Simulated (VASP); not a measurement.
# Sn4TeP2 (P4/mmm) in VASP: single point with PBE

Aim: the single point of Sn4TeP2 with PBE.

Everything below comes from runs of VASP 6.6.1. Logs are shortened: lines on timing, memory, paths and dates and some standing lists are left out, and cuts for length are marked.

### Step 1. The cell of the first run

Symmetry: P4/mmm, No. 123, tetragonal system. The conventional cell has a = 4.756 Å, b = 4.756 Å, c = 13.451 Å, α = 90.00°, β = 90.00°, γ = 90.00°. Within 4.4 Å of Sn (site symmetry 4mm) lie 1 Te at 3.36 Å and 4 P at 3.36 Å. Within 4.4 Å of Sn (site symmetry 4/mmm) lie 2 P at 3.36 Å and 4 Te at 3.36 Å. Sn (site symmetry 4/mmm) has 2 P at 3.36 Å within 4.4 Å. Te (site symmetry 4/mmm) has 6 Sn at 3.36 Å within 4.4 Å. Within 4.4 Å of P (site symmetry 4mm) lie 6 Sn at 3.36 Å.

### Step 2. Single point, PBE (atoms taken out)

File INCAR:

```
  PREC = Accurate
  ENCUT = 520
  EDIFF = 1E-6
  ISMEAR = 0
  SIGMA = 0.1
  LREAL = F
  LASPH = T
  NELM = 80
  ALGO = Normal
  ISIF = 2
  LWAVE = F
  LCHARG = F
  GGA = PE
  NBANDS = 45
```

File KPOINTS:

```
Automatic mesh
0
Gamma
  4 4 2
```

File POSCAR:

```
Sn4TeP2
1.0
    4.7556595700      0.0000000000      0.0000000000
    0.0000000000      4.7556595700      0.0000000000
    0.0000000000      0.0000000000     13.4510365200
Sn Te P
4 1 2
Direct
    0.0000000000      0.0000000000      0.7500000000
    0.5000000000      0.5000000000      0.5000000000
    0.0000000000      0.0000000000      0.2500000000
    0.5000000000      0.5000000000      0.0000000000
    0.0000000000      0.0000000000      0.5000000000
    0.5000000000      0.5000000000      0.2500000000
    0.5000000000      0.5000000000      0.7500000000
```

Potentials or basis: VASP PAW PBE potentials, release 64 (Sn_d, Te, P).

On the command line:

```console
> cat potpaw_PBE.64/Sn_d/POTCAR potpaw_PBE.64/Te/POTCAR potpaw_PBE.64/P/POTCAR > POTCAR
> mpirun -np 1 vasp_std > vasp.out
```

OUTCAR:

```text
PREC = Accurate
   ENCUT = 520
   EDIFF = 1E-6
   ISMEAR = 0
   LREAL = F
   LASPH = T
   NELM = 80
   ISIF = 2
   GGA = PE

 ion  position               nearest neighbor table
   1  0.000  0.000  0.750-   5 3.36
   2  0.500  0.500  0.500-   5 3.36   5 3.36   5 3.36   5 3.36
   3  0.000  0.000  0.250-   5 3.36
   4  0.500  0.500  0.000-
   5  0.000  0.000  0.500-   1 3.36   3 3.36   2 3.36   2 3.36   2 3.36   2 3.36
   6  0.500  0.500  0.250-
   7  0.500  0.500  0.750-

  LATTYP: Found a simple tetragonal cell.
 ALAT       =     4.7556595700
 C/A-ratio  =     2.8284271239

  Lattice vectors:

 A1 = (   4.7556595700,   0.0000000000,   0.0000000000)
 A2 = (   0.0000000000,   4.7556595700,   0.0000000000)
 A3 = (   0.0000000000,   0.0000000000,  13.4510365200)

Analysis of symmetry for initial positions (statically):
=====================================================================
 Subroutine PRICEL returns:
 Original cell was already a primitive cell.

 Routine SETGRP: Setting up the symmetry group for a
 simple tetragonal supercell.

 Subroutine GETGRP returns: Found 16 space group operations
 (whereof 16 operations were pure point group operations)
 out of a pool of 16 trial point group operations.

The static configuration has the point symmetry D_4h.

Analysis of symmetry for dynamics (positions and initial velocities):
=====================================================================
 Subroutine PRICEL returns:
 Original cell was already a primitive cell.

 Routine SETGRP: Setting up the symmetry group for a
 simple tetragonal supercell.

 Subroutine GETGRP returns: Found 16 space group operations
 (whereof 16 operations were pure point group operations)
 out of a pool of 16 trial point group operations.

The dynamic configuration has the point symmetry D_4h.

 Subroutine INISYM returns: Found 16 space group operations
 (whereof 16 operations are pure point group operations),
 and found     1 'primitive' translations

----------------------------------------------------------------------------------------

                                     Primitive cell

  volume of cell :     304.2126

  direct lattice vectors                    reciprocal lattice vectors
     4.755659570  0.000000000  0.000000000     0.210275775  0.000000000  0.000000000
     0.000000000  4.755659570  0.000000000     0.000000000  0.210275775  0.000000000
     0.000000000  0.000000000 13.451036520     0.000000000  0.000000000  0.074343713

  length of vectors
     4.755659570  4.755659570 13.451036520     0.210275775  0.210275775  0.074343713

  position of ions in fractional coordinates (direct lattice)
     0.000000000  0.000000000  0.750000000
     0.500000000  0.500000000  0.500000000
     0.000000000  0.000000000  0.250000000
     0.500000000  0.500000000  0.000000000
     0.000000000  0.000000000  0.500000000
     0.500000000  0.500000000  0.250000000
     0.500000000  0.500000000  0.750000000

  ion indices of the primitive-cell ions
   primitive index   ion index
                 1           1
                 2           2
                 3           3
                 4           4
                 5           5
                 6           6
                 7           7

----------------------------------------------------------------------------------------

 KPOINTS: Automatic mesh

Automatic generation of k-mesh.
 Grid dimensions read from file:
 generate k-points for:    4    4    2

 Generating k-lattice:

  Cartesian coordinates                     Fractional coordinates (reciprocal lattice)
     0.052568944  0.000000000  0.000000000     0.250000000  0.000000000  0.000000000
     0.000000000  0.052568944  0.000000000     0.000000000  0.250000000  0.000000000
     0.000000000  0.000000000  0.037171857     0.000000000  0.000000000  0.500000000

  Length of vectors
     0.052568944  0.052568944  0.037171857

  Shift w.r.t. Gamma in fractional coordinates (k-lattice)
     0.000000000  0.000000000  0.000000000

 Subroutine IBZKPT returns following result:
 ===========================================

 Found     12 irreducible k-points:

 Following reciprocal coordinates:
            Coordinates               Weight
  0.000000  0.000000  0.000000      1.000000
  0.250000  0.000000  0.000000      4.000000
  0.500000  0.000000  0.000000      2.000000
  0.250000  0.250000  0.000000      4.000000
  0.500000  0.250000  0.000000      4.000000
  0.500000  0.500000  0.000000      1.000000
  0.000000  0.000000  0.500000      1.000000
  0.250000  0.000000  0.500000      4.000000
  0.500000  0.000000  0.500000      2.000000
  0.250000  0.250000  0.500000      4.000000
  0.500000  0.250000  0.500000      4.000000
  0.500000  0.500000  0.500000      1.000000
   k-points           NKPTS =     12   k-points in BZ     NKDIM =     12   number of bands    NBANDS=     45
   number of dos      NEDOS =    301   number of ions     NIONS =      7
   total plane-waves  NPLWV = 129600
   dimension x,y,z NGX =    36 NGY =   36 NGZ =  100
   dimension x,y,z NGXF=    72 NGYF=   72 NGZF=  200
   ions per type =               4   1   2
   NGX,Y,Z   is equivalent  to a cutoff of  12.58, 12.58, 12.36 a.u.
   NGXF,Y,Z  is equivalent  to a cutoff of  25.17, 25.17, 24.72 a.u.
 SYSTEM =  unknown system
   PREC   = accura    normal or accurate (medium, high low for compatibility)
   ISTART =      0    job   : 0-new  1-cont  2-samecut
   ICHARG =      2    charge: 1-file 2-atom 10-const
   ISPIN  =      1    spin polarized calculation?
   LNONCOLLINEAR =      F non collinear calculations
   LSORBIT =      F    spin-orbit coupling
   LASPH  =      T    aspherical Exc in radial PAW
   ENCUT  =  520.0 eV  38.22 Ry    6.18 a.u.   8.84  8.84 25.01*2*pi/ulx,y,z
   NELM   =     80;   NELMIN=  2; NELMDL= -5     # of ELM steps
   EDIFF  = 0.1E-05   stopping-criterion for ELM
   LREAL  =      F    real-space projection
   EDIFFG = 0.1E-04   stopping-criterion for IOM
   NSW    =      0    number of steps for IOM
   IBRION =     -1    ionic relax: 0-MD 1-quasi-New 2-CG
   NFREE  =      0    steps in history (QN), initial steepest desc. (CG)
   ISIF   =      2    stress and relaxation
   ISYM   =      2    0-nonsym 1-usesym 2-fastsym
   POTIM  = 0.5000    time-step for ionic-motion
   TEBEG  =    0.0;   TEEND  =   0.0 temperature during run
   PSTRESS=    0.0 pullay stress
   NELECT =      72.0000    total number of electrons
   NUPDOWN=      -1.0000    fix difference up-down
   EMIN   =  10.00;   EMAX   =-10.00  energy-range for DOS
   EFERMI =   0.00;   METHOD = LEGACY
   ISMEAR =     0;   SIGMA  =   0.10  broadening in eV -4-tet -1-fermi 0-gaus
   EFERMI_NEDOS =   21; number of points for ismear=-14 and -15
   IALGO  =     38    algorithm
   IMIX   =      4    mixing-type and parameters
     AMIX     =   0.40;   BMIX     =  1.00
     AMIX_MAG =   1.60;   BMIX_MAG =  1.00
  volume/ion in A,a.u.               =      43.46       293.28
  Fermi-wavevector in a.u.,A,eV,Ry     =   1.012651  1.913633 13.952265  1.025463
  Thomas-Fermi vector in A             =   2.145773
   LORBIT       =      0    0 simple, 1 ext, 2 COOP (PROOUT), +10 PAW based schemes
   GGA     = PE    functional components
   LHFCALC =     F    Hartree Fock is set to
   AEXX    =    0.0000 exact exchange contribution
   IVDW    =     0    specifies the selected vdW correction
   LEPSILON=     F    determine dielectric tensor
   LRPA    =     F    only Hartree local field effects (RPA)
 non-spin polarized calculation
 Gauss-broadening in eV      SIGMA  =   0.10
  energy-cutoff  :      520.00
  volume of cell :      304.21
 maximum number of plane-waves:      8228
 NGX is ok and might be reduce to    36
   NGX = 17   NGY = 17   NGZ = 51

 number of electron      72.0000040 magnetization

 Free energy of the ion-electron system (eV)
  ---------------------------------------------------
  ext. energy  EPLUGINS =         0.00000000
  ---------------------------------------------------
  free energy    TOTEN  =       -24.43105825 eV

  energy without entropy =      -24.40648092  energy(sigma->0) =      -24.41876958

 E-fermi :   2.4186     XC(G=0):  -7.7538

 val. band max:        2.3983128089   @ k =   0.2500   0.2500   0.5000
 cond. band min:       2.4750515496   @ k =   0.5000   0.0000   0.5000
 fundamental gap:      0.0767387407
 Fermi energy:         2.4185904701

 k-point     1 :       0.0000    0.0000    0.0000
  band No.  band energies     occupation
      1     -19.5715      2.00000
      2     -19.5701      2.00000
      3     -19.5197      2.00000
      4     -19.5197      2.00000
      5     -19.5018      2.00000
      6     -19.2883      2.00000
[... 37 lines left out ...]
     44       6.0856      0.00000
     45       6.1596      0.00000

 k-point     2 :       0.2500    0.0000    0.0000
  band No.  band energies     occupation
      1     -19.5704      2.00000
      2     -19.5704      2.00000
      3     -19.5200      2.00000
      4     -19.5197      2.00000
      5     -19.5014      2.00000
      6     -19.2871      2.00000
[... 37 lines left out ...]
     44       4.9909      0.00000
     45       5.1864      0.00000

 k-point     3 :       0.5000    0.0000    0.0000
  band No.  band energies     occupation
      1     -19.5707      2.00000
      2     -19.5693      2.00000
      3     -19.5203      2.00000
      4     -19.5197      2.00000
      5     -19.5010      2.00000
      6     -19.2867      2.00000
[... 37 lines left out ...]
     44       3.8493      0.00000
     45       4.0107      0.00000

 k-point     4 :       0.2500    0.2500    0.0000
  band No.  band energies     occupation
      1     -19.5707      2.00000
      2     -19.5693      2.00000
      3     -19.5200      2.00000
      4     -19.5200      2.00000
      5     -19.5010      2.00000
      6     -19.2868      2.00000
[... 325 lines left out ...]
     44       5.0812      0.00000
     45       5.6761      0.00000

 k-point    11 :       0.5000    0.2500    0.5000
  band No.  band energies     occupation
      1     -19.5710      2.00000
      2     -19.5683      2.00000
      3     -19.5203      2.00000
      4     -19.5200      2.00000
      5     -19.5006      2.00000
      6     -19.2880      2.00000
[... 37 lines left out ...]
     44       5.2095      0.00000
     45       5.4519      0.00000

 k-point    12 :       0.5000    0.5000    0.5000
  band No.  band energies     occupation
      1     -19.5714      2.00000
      2     -19.5672      2.00000
      3     -19.5203      2.00000
      4     -19.5203      2.00000
      5     -19.5002      2.00000
      6     -19.2894      2.00000
[... 37 lines left out ...]
     44       6.4315      0.00000
     45       6.6305      0.00000

------------------------ aborting loop because EDIFF is reached ----------------------------------------

  FORCE on cell =-STRESS in cart. coord.  units (eV):
  Direction    XX          YY          ZZ          XY          YZ          ZX
  --------------------------------------------------------------------------------------
  -------------------------------------------------------------------------------------
  Total      -13.1387613    -13.1387613    -16.0945101      0.0000000      0.0000000      0.0000000
  in kB      -69.1970750    -69.1970750    -84.7639283      0.0000000      0.0000000      0.0000000
  external PRESSURE =     -74.3860261 kB  Pullay stress =       0.0000000 kB

 VOLUME and BASIS-vectors are now :
 -----------------------------------------------------------------------------
  energy-cutoff  :      520.00
  volume of cell :      304.21
      direct lattice vectors                 reciprocal lattice vectors
     4.755659570  0.000000000  0.000000000     0.210275775  0.000000000  0.000000000
     0.000000000  4.755659570  0.000000000     0.000000000  0.210275775  0.000000000
     0.000000000  0.000000000 13.451036520     0.000000000  0.000000000  0.074343713

 POSITION                                       TOTAL-FORCE (eV/Angst)
 -----------------------------------------------------------------------------------
      0.00000      0.00000     10.08828        -0.000000      0.000000     -0.423444
      2.37783      2.37783      6.72552        -0.000000      0.000000      0.000000
      0.00000      0.00000      3.36276        -0.000000      0.000000      0.423444
      2.37783      2.37783      0.00000        -0.000000      0.000000      0.000000
      0.00000      0.00000      6.72552        -0.000000      0.000000      0.000000
      2.37783      2.37783      3.36276        -0.000000      0.000000     -0.246090
      2.37783      2.37783     10.08828         0.000000     -0.000000      0.246090
 -----------------------------------------------------------------------------------
    total drift:                                0.000000      0.000000      0.000000

  FREE ENERGIE OF THE ION-ELECTRON SYSTEM (eV)
  ---------------------------------------------------
  free  energy   TOTEN  =       -24.4310582501 eV

  energy  without entropy=      -24.4064809185  energy(sigma->0) =      -24.41876958
```

It took 4.7 min on 1 thread of Intel Xeon 8259CL, shared host; peak memory 0.44 GiB.

Results:

```
Free energy            : -24.4311 eV
Pressure               : -7.4 GPa
Largest force          : 0.423 eV/Å
Band gap on the k mesh : zero (bands 36 and 37 overlap by 0.46 eV)
```

Forces in eV/Å, atoms in the order of the input:
```
Sn   0.000  0.000 -0.423
Sn   0.000  0.000  0.000
Sn   0.000  0.000  0.423
Sn   0.000  0.000  0.000
Te   0.000  0.000  0.000
P    0.000  0.000 -0.246
P    0.000  0.000  0.246
```

Levels at points of the mesh, in eV from the Fermi level:
```tsv
k point	band 34	band 35	band 36	band 37	band 38	band 39
(0.00, 0.00, 0.00)	-0.93	-0.93	-0.64	0.89	1.40	1.40
(0.50, 0.00, 0.00)	-0.14	0.06	0.13	0.37	0.61	1.05
(0.50, 0.50, 0.00)	-1.82	-1.67	-0.09	-0.09	0.17	0.88
(0.00, 0.00, 0.50)	-0.88	-0.88	-0.36	1.39	1.39	1.55
(0.50, 0.00, 0.50)	-0.25	-0.21	0.06	0.38	0.61	0.88
(0.50, 0.50, 0.50)	-1.84	-1.02	-1.00	-0.12	-0.12	1.11
```

Caveat: the cell differs from its parent crystal (atoms taken out); the cell stands under tension; semilocal functionals underestimate gaps, and a narrow one can read as zero; spin-orbit coupling is left out, which moves the levels of the heavy elements.

The gap in the log of VASP goes by the Fermi energy; the results here count the filled bands.